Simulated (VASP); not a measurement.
Write the native input for VASP 6.6.1 that does the following.

| Property | Result |
| --- | --- |
| Task | single point |
| Functional | LDA |
| Potentials or basis | VASP PAW LDA potentials, release 64 (B, P) |
| Cutoff | 500 eV |
| k mesh | 8 × 8 × 8 |
| Occupations | gaussian, width 0.01 eV |
| Spin | no spin polarisation |
| Dipole correction | no |
| Further INCAR settings | ALGO = Normal; EDIFF = 1e-06; NBANDS = 11 |

The structure of BP lies in POSCAR:

```
BP
1.0
    0.0000000000      2.2070904209      2.2070904209
    2.2070904209      0.0000000000      2.2070904209
    2.2070904209      2.2070904209      0.0000000000
B P
1 1
Direct
    0.0000000000      0.0000000000      0.0000000000
    0.2500000000      0.2500000000      0.2500000000
```

One way to write it, as run:

INCAR

```
  ALGO = Normal
  EDIFF = 1E-6
  ENCUT = 500
  GGA_COMPAT = False
  ISIF = 2
  ISMEAR = 0
  LASPH = True
  LCHARG = False
  LREAL = False
  LWAVE = False
  NBANDS = 11
  NELM = 120
  PREC = Accurate
  SIGMA = 0.01
```

KPOINTS

```
k-points
0
Gamma
  8 8 8
```

Potentials or basis: VASP PAW LDA potentials, release 64 (B, P).

Run with:

```sh
$ cat potpaw_LDA.64/B/POTCAR potpaw_LDA.64/P/POTCAR > POTCAR
$ mpirun -np 1 vasp_std > vasp.out
```

Results of the run:

```yaml
Pressure: 9.8 GPa
Band_gap_on_the_k_mesh: 1.13 eV, indirect (least direct gap 3.52 eV)
```

Run time: 5.9 s on 1 thread of Intel(R) Xeon(R) Platinum 8259CL CPU @ 2.50GHz (Skylake/Cascade Lake) (shared host), peak memory 0.12 GiB.
